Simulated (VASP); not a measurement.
The system is Ge.

```
Ge
1.0
     3.33220   -4.08888    0.00000
     3.33220    4.08888    0.00000
     0.00000    0.00000    4.75808
Ge
6
Direct
  0.60400 0.39600 0.31018
  0.89600 0.10400 0.31018
  0.39600 0.60400 0.68982
  0.10400 0.89600 0.68982
  0.75000 0.75000 0.00000
  0.25000 0.25000 0.00000
```

The cell was built from a structure type or drawn by symmetry, and may not be a known phase.

```yaml
Program: VASP 6.6.1
Task: relaxation of cell and atoms
Functional: PBE
Potentials_or_basis: VASP PAW PBE potentials, release 64 (Ge_d)
Cutoff: 600 eV
k_mesh: 4 × 4 × 4
Occupations: gaussian, width 0.1 eV
Spin: no spin polarisation
```

At the start: pressure 11.5 GPa; volume 21.61 Å³/atom.

**Question.** Where does the relaxation end?

**Answer.** Over 10 steps the energy falls by 146.7 meV/atom and the volume is 25.22 Å³/atom (+16.7 %); space group Cmme (No. 67, to 0.1 Å) before and after.

The path:
```
step  energy change (eV)  largest force (eV/Å)  pressure (GPa)  volume (Å³)
   1              0.0000                0.6347           11.45       129.66
   2             -0.6603                0.6218           -3.03       160.74
   3             -0.7642                0.3858           -0.12       150.98
   4             -0.8267                0.2552           -0.16       151.61
   5             -0.8495                0.4183           -0.17       152.24
   6             -0.8736                0.1963           -0.04       151.92
   7             -0.8747                0.1544           -0.10       151.83
   8             -0.8800                0.0438           -0.17       151.43
   9             -0.8801                0.0433           -0.01       151.29
  10             -0.8802                0.0383            0.01       151.33
```

Final structure:
```
Ge
1.0
     3.66852   -4.39131    0.00000
     3.66852    4.39131    0.00000
     0.00000    0.00000    4.69692
Ge
6
Cartesian
  3.6685 -0.9281 1.4347
  3.6685 -3.4632 1.4347
  3.6685 0.9281 3.2622
  3.6685 3.4632 3.2622
  5.5028 0.0000 0.0000
  1.8343 0.0000 0.0000
```

Caveat: the volume moved by over 15 % at a fixed basis, so the end points are rough.
